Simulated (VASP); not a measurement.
SrO: electric field gradients with PBEsol

SrO:

```
CELL_PARAMETERS angstrom
0.00000 2.62020 2.62020
2.62020 0.00000 2.62020
2.62020 2.62020 0.00000
ATOMIC_POSITIONS crystal
Sr 0.00000 0.00000 0.00000
O 0.50000 0.50000 0.50000
```

This cell differs from its parent crystal: volume scaled by 1.06.

- Program: VASP 6.6.1
- Task: electric field gradients
- Functional: PBEsol
- Potentials or basis: VASP PAW PBE potentials, release 64 (Sr_sv, O)
- Cutoff: 520 eV
- k mesh: 8 × 8 × 8
- Occupations: fermi-dirac, width 0.03 eV
- Spin: no spin polarisation
- Dipole correction: no
- Further INCAR settings: ALGO = Normal; EDIFF = 1e-08; NBANDS = 15

```yaml
Pressure: -5.0 GPa
Band_gap_on_the_k_mesh: 3.19 eV, indirect (least direct gap 3.31 eV)
```

Levels at points of the mesh, in eV from the valence-band top:
| k point | band 6 | band 7 | band 8 | band 9 | band 10 | band 11 |
| --- | --- | --- | --- | --- | --- | --- |
| (0.00, 0.00, 0.00) | 0.00 | 0.00 | 0.00 | 3.44 | 6.04 | 6.04 |
| (0.50, 0.00, 0.00) | -2.12 | -1.05 | -1.05 | 6.25 | 7.84 | 8.52 |
| (0.50, 0.50, 0.00) | -0.53 | -0.12 | -0.12 | 3.19 | 7.34 | 9.73 |

Run time: 12 s on 1 thread of Intel Xeon 6975P-C (shared host), peak memory 0.16 GiB.

Caveat: without QUAD_EFG the Cq values of the log hold for a quadrupole moment of 1 mb, not for the nuclei; the PAW data sets were made with another functional, which shifts forces and pressure a little. A k mesh can miss the band edges.
